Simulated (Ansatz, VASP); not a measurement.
## One calculation of In2Te2O, two programs

```
CELL_PARAMETERS angstrom
-0.00035 -0.00100 -7.23063
6.22358 -3.83932 -0.00018
-6.21032 -3.81363 -0.00074
ATOMIC_POSITIONS crystal
In 0.22068 0.97735 0.68815
In 0.22125 0.68789 0.97658
In 0.72099 0.31222 0.02364
In 0.72069 0.02256 0.31163
Te 0.32217 0.34979 0.04592
Te 0.32229 0.04600 0.34901
Te 0.82277 0.65007 0.95428
Te 0.82222 0.95438 0.65098
O 0.31025 0.74528 0.74442
O 0.81071 0.25446 0.25538
```

Change from the starting cell: cell x1, atoms moved at random (sigma 0.05 Å) and cell strained at random (1.5 %), then relaxed without symmetry.

Alike in both runs: functional PBE; k mesh 2 × 2 × 2; occupations gaussian, width 0.1 eV; no spin polarisation.

Ansatz relaxed the structure, and its values are those at the end. VASP's run is a single point on that final structure, the one shown.

|  | VASP | Ansatz |
| --- | --- | --- |
| version | VASP 6.6.1 | Ansatz 0.2.0 |
| potentials or method | VASP PAW PBE potentials, release 64 (In_d, Te, O), cutoff 520 eV | scalar-relativistic, plane waves, PAW |
| valence electrons in the cell | 88 | 128 |

```csv
,VASP,Ansatz,Ansatz less VASP
gap on the k mesh at the Fermi level (eV),1.22,1.24,+0.017
least direct gap on the mesh (eV),1.22,1.24,+0.017
pressure (GPa),0.0,-0.1,-0.07
rms of the force components (eV/Å),0.020,0.008,-0.0113
```

VASP's potentials hold 88 valence electrons a cell and Ansatz's 128, so a difference there can come from the potentials and not from the codes.

The k mesh is coarse, so the values compare programs but aren't converged. Spin-orbit coupling is off throughout.
